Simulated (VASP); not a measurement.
# AgI (P6_3mc) in VASP: vibrations by perturbation theory with PBEsol

Aim: the vibrations by perturbation theory of AgI with PBEsol.

All numbers are computed with VASP 6.6.1; they aren't measurements. Logs are shortened: lines on timing, memory, paths and dates and some standing lists are left out, and cuts for length are marked.

**1. The cell of the first run**

Symmetry: P6_3mc, No. 186, hexagonal system. The conventional cell has a = 4.528 Å, b = 4.528 Å, c = 7.404 Å, α = 90.00°, β = 90.00°, γ = 120.00°. Within 3.7 Å of Ag (site symmetry 3m) lie 4 I at 2.77 to 2.78 Å. Within 3.7 Å of I (site symmetry 3m) lie 4 Ag at 2.77 to 2.78 Å.

**2. Vibrations by perturbation theory, PBEsol (32.87 Å³/atom)**

INCAR reads:

```
SYSTEM = AgI
ALGO = Normal
EDIFF = 1E-8
ENCUT = 500
GGA = PS
GGA_COMPAT = .FALSE.
IBRION = 8
ISIF = 2
ISMEAR = 0
LASPH = .TRUE.
LCHARG = .FALSE.
LREAL = .FALSE.
LWAVE = .FALSE.
NBANDS = 26
NELM = 120
NSW = 1
PREC = Accurate
SIGMA = 0.01
```

KPOINTS reads:

```
k-points
0
G
  6 6 4
  0 0 0
```

POSCAR reads:

```
AgI
1.0
    4.5284997758      0.0000000000      0.0000000000
   -2.2642498879      3.9217958469      0.0000000000
    0.0000000000      0.0000000000      7.4039061216
Ag I
2 2
Direct
    0.6666666667      0.3333333333      0.6275525798
    0.3333333333      0.6666666667      0.1275525798
    0.6666666667      0.3333333333      0.0024474202
    0.3333333333      0.6666666667      0.5024474202
```

Potentials or basis: VASP PAW PBE potentials, release 64 (Ag, I).

Launch:

```bash
> cat potpaw_PBE.64/Ag/POTCAR potpaw_PBE.64/I/POTCAR > POTCAR
> mpirun -np 1 vasp_std > vasp.out
```

OUTCAR:

```text
SYSTEM = AgI
   EDIFF = 1E-8
   ENCUT = 500
   GGA = PS
   IBRION = 8
   ISIF = 2
   ISMEAR = 0
   LASPH = .TRUE.
   LREAL = .FALSE.
   NELM = 120
   NSW = 1
   PREC = Accurate

 ion  position               nearest neighbor table
   1  0.667  0.333  0.628-   4 2.77   4 2.77   4 2.77   3 2.78
   2  0.333  0.667  0.128-   3 2.77   3 2.77   3 2.77   4 2.78
   3  0.667  0.333  0.002-   2 2.77   2 2.77   2 2.77   1 2.78
   4  0.333  0.667  0.502-   1 2.77   1 2.77   1 2.77   2 2.78

  LATTYP: Found a hexagonal cell.
 ALAT       =     4.5284997758
 C/A-ratio  =     1.6349578201

  Lattice vectors:

 A1 = (   4.5284997758,   0.0000000000,   0.0000000000)
 A2 = (  -2.2642498879,   3.9217958469,   0.0000000000)
 A3 = (   0.0000000000,   0.0000000000,   7.4039061216)

Analysis of symmetry for initial positions (statically):
=====================================================================
 Subroutine PRICEL returns:
 Original cell was already a primitive cell.

 Routine SETGRP: Setting up the symmetry group for a
 hexagonal supercell.

 Subroutine GETGRP returns: Found 12 space group operations
 (whereof  6 operations were pure point group operations)
 out of a pool of 24 trial point group operations.

The static configuration has the point symmetry C_3v.
 The point group associated with its full space group is C_6v.

Analysis of symmetry for dynamics (positions and initial velocities):
=====================================================================
 Subroutine PRICEL returns:
 Original cell was already a primitive cell.

 Routine SETGRP: Setting up the symmetry group for a
 hexagonal supercell.

 Subroutine GETGRP returns: Found 12 space group operations
 (whereof  6 operations were pure point group operations)
 out of a pool of 24 trial point group operations.

The dynamic configuration has the point symmetry C_3v.
 The point group associated with its full space group is C_6v.

 Subroutine INISYM returns: Found 12 space group operations
 (whereof  6 operations are pure point group operations),
 and found     1 'primitive' translations

----------------------------------------------------------------------------------------

                                     Primitive cell

  volume of cell :     131.4923

  direct lattice vectors                    reciprocal lattice vectors
     4.528499776  0.000000000  0.000000000     0.220823683  0.127492613  0.000000000
    -2.264249888  3.921795847  0.000000000     0.000000000  0.254985226  0.000000000
     0.000000000  0.000000000  7.403906122     0.000000000  0.000000000  0.135063841

  length of vectors
     4.528499776  4.528499776  7.403906122     0.254985226  0.254985226  0.135063841

  position of ions in fractional coordinates (direct lattice)
     0.666666667  0.333333333  0.627552580
     0.333333333  0.666666667  0.127552580
     0.666666667  0.333333333  0.002447420
     0.333333333  0.666666667  0.502447420

  ion indices of the primitive-cell ions
   primitive index   ion index
                 1           1
                 2           2
                 3           3
                 4           4
[... 115 lines left out ...]
  free energy    TOTEN  =       -10.90262703 eV

  energy without entropy =      -10.90262703  energy(sigma->0) =      -10.90262703

 E-fermi :   3.5635     XC(G=0):  -8.8220

 val. band max:        3.4754200748   @ k =   0.0000   0.0000   0.0000
 cond. band min:       4.7083876125   @ k =   0.0000   0.0000   0.0000
 fundamental gap:      1.2329675377
 Fermi energy:         3.5635079123

 k-point     1 :       0.0000    0.0000    0.0000
  band No.  band energies     occupation
      1      -9.6112      2.00000
      2      -9.2793      2.00000
      3      -1.0013      2.00000
      4      -0.9978      2.00000
      5      -0.9978      2.00000
      6      -0.9917      2.00000
[... 598 lines left out ...]
     25      11.5500      0.00000
     26      11.5500      0.00000

------------------------ aborting loop because EDIFF is reached ----------------------------------------

  FORCE on cell =-STRESS in cart. coord.  units (eV):
  Direction    XX          YY          ZZ          XY          YZ          ZX
  --------------------------------------------------------------------------------------
  -------------------------------------------------------------------------------------
  Total        0.5744256      0.5744256      0.5682804      0.0000000      0.0000000      0.0000000
  in kB        6.9991317      6.9991317      6.9242550      0.0000000      0.0000000      0.0000000
  external PRESSURE =       6.9741728 kB  Pullay stress =       0.0000000 kB

 VOLUME and BASIS-vectors are now :
 -----------------------------------------------------------------------------
  energy-cutoff  :      500.00
  volume of cell :      131.49
      direct lattice vectors                 reciprocal lattice vectors
     4.528499776  0.000000000  0.000000000     0.220823683  0.127492613  0.000000000
    -2.264249888  3.921795847  0.000000000     0.000000000  0.254985226  0.000000000
     0.000000000  0.000000000  7.403906122     0.000000000  0.000000000  0.135063841

 POSITION                                       TOTAL-FORCE (eV/Angst)
 -----------------------------------------------------------------------------------
      2.26425      1.30727      4.64634         0.000000      0.000000      0.002063
     -0.00000      2.61453      0.94439        -0.000000     -0.000000      0.002063
      2.26425      1.30727      0.01812         0.000000     -0.000000     -0.002063
     -0.00000      2.61453      3.72007         0.000000     -0.000000     -0.002063
 -----------------------------------------------------------------------------------
    total drift:                               -0.000000      0.000000      0.002834

  FREE ENERGIE OF THE ION-ELECTRON SYSTEM (eV)
  ---------------------------------------------------
  free  energy   TOTEN  =       -10.9026270272 eV

  energy  without entropy=      -10.9026270272  energy(sigma->0) =      -10.90262703

[... ionic steps 2 to 9 ...]

--------------------------------------- Ionic step       10  -------------------------------------------

------------------------ aborting loop because EDIFF is reached ----------------------------------------

[... ionic steps 11 to 11 ...]

--------------------------------------- Ionic step       12  -------------------------------------------

 Free energy of the ion-electron system (eV)
  ---------------------------------------------------
  ---------------------------------------------------
  free energy    TOTEN  =        -0.09730384 eV

  energy without entropy =       -0.09730384

------------------------ aborting loop because EDIFF is reached ----------------------------------------

 INTERNAL STRAIN TENSOR  FOR ION    3  DIRECTION 3   (eV/Angst):
 -----------------------------------------------------------------------------
     2.91565  0.00000  0.00000
    -0.00000  2.91565  0.00000
     0.00000  0.00000 -5.58765

 INTERNAL STRAIN TENSOR FOR ION    4 for displacements in x,y,z  (eV/Angst):
          X           Y           Z          XY          YZ          ZX
  --------------------------------------------------------------------------------
  x     0.00000     0.00000     0.00000    -4.78657     0.00000     3.13221
  y    -4.78657     4.78657     0.00000     0.00000     2.45871     0.00000
  z     2.91565     2.91565    -5.58765     0.00000     0.00000     0.00000

 SECOND DERIVATIVES (NOT SYMMETRIZED)
 ------------------------------------
               1X          1Y          1Z          2X          2Y          2Z          3X          3Y          3Z          4X          4Y          4Z
  1X    -2.732064    0.000000    0.000000   -0.046903   -0.000000    0.000000   -0.108904    0.000000   -0.000000    2.887872    0.000000    0.000000
  1Y     0.000000   -2.732064    0.000000    0.000000   -0.046903    0.000000    0.000000   -0.108904    0.000000   -0.000000    2.887872   -0.000000
  1Z    -0.000000    0.000000   -3.127717    0.000000    0.000000    0.398420    0.000000   -0.000000    2.299694    0.000000   -0.000000    0.429604
  2X    -0.046903    0.000000    0.000000   -2.732064    0.000000    0.000000    2.887872    0.000000   -0.000000   -0.108904    0.000000    0.000000
  2Y     0.000000   -0.046903    0.000000   -0.000000   -2.732064    0.000000    0.000000    2.887872    0.000000   -0.000000   -0.108904    0.000000
  2Z     0.000000   -0.000000    0.398420    0.000000   -0.000000   -3.127717    0.000000    0.000000    0.429604    0.000000    0.000000    2.299694
  3X    -0.102916    0.000000   -0.000000    2.896099    0.000000   -0.000000   -3.218179   -0.000000    0.000000    0.424995    0.000000   -0.000000
  3Y    -0.000000   -0.102916    0.000000   -0.000000    2.896099    0.000000    0.000000   -3.218179    0.000000    0.000000    0.424995    0.000000
  3Z     0.000000    0.000000    2.312832    0.000000    0.000000    0.406616    0.000000    0.000000   -4.687178    0.000000    0.000000    1.967729
  4X     2.896099    0.000000    0.000000   -0.102916    0.000000    0.000000    0.424995    0.000000    0.000000   -3.218179    0.000000   -0.000000
  4Y     0.000000    2.896099   -0.000000    0.000000   -0.102916    0.000000    0.000000    0.424995   -0.000000   -0.000000   -3.218179   -0.000000
  4Z     0.000000    0.000000    0.406616    0.000000    0.000000    2.312832    0.000000    0.000000    1.967729    0.000000    0.000000   -4.687178

 Eigenvectors and eigenvalues of the dynamical matrix
 ----------------------------------------------------

   1 f  =    3.876457 THz    24.356500 2PiTHz  129.304698 cm-1    16.031732 meV
             X         Y         Z           dx          dy          dz
      2.264250  1.307265  4.646340    -0.000000   -0.000000    0.345701
     -0.000000  2.614531  0.944387     0.000000    0.000000   -0.345701
      2.264250  1.307265  0.018120    -0.000000   -0.000000   -0.616840
     -0.000000  2.614531  3.720074     0.000000    0.000000    0.616840
[... 71 lines left out ...]
  12 f/i=    0.004346 THz     0.027304 2PiTHz    0.144951 cm-1     0.017972 meV
             X         Y         Z           dx          dy          dz
      2.264250  1.307265  4.646340     0.067749   -0.475156   -0.000000
     -0.000000  2.614531  0.944387     0.067749   -0.475156   -0.000000
      2.264250  1.307265  0.018120     0.073297   -0.514066   -0.000000
     -0.000000  2.614531  3.720074     0.073297   -0.514066   -0.000000

--------------------------------------------------------------------------------------------------------

 ELASTIC MODULI CONTR FROM IONIC RELAXATION (kBar)
 Direction    XX          YY          ZZ          XY          YZ          ZX
 --------------------------------------------------------------------------------
 XX        -236.5645     84.8041    145.9719     -0.0000     -0.0000      0.0000
 YY          84.8041   -236.5645    145.9719      0.0000      0.0000     -0.0000
 ZZ         145.9719    145.9719   -280.8082      0.0000     -0.0000     -0.0000
 XY          -0.0000      0.0000      0.0000   -160.6843     -0.0000     -0.0000
 YZ           0.0000      0.0000     -0.0000     -0.0000    -65.6044     -0.0000
 ZX           0.0000     -0.0000     -0.0000     -0.0000     -0.0000    -80.5070
 --------------------------------------------------------------------------------
```

Run time: 13 min. Hardware: 1 thread of Oxide Virtual Turin-like, shared host; peak memory 0.62 GiB.

What came out:

```
Highest phonon frequency at Γ, LO-TO splitting left out : 129 cm⁻¹
```

Phonon frequencies in cm⁻¹ (negative: imaginary):
```csv
q point,frequencies
"(0.000, 0.000, 0.000)",0 0 0 17 17 80 113 114 114 119 119 129
```

Caveat: the PAW data sets were made with another functional, which shifts forces and pressure a little; spin-orbit coupling is left out, which moves the levels of the heavy elements.
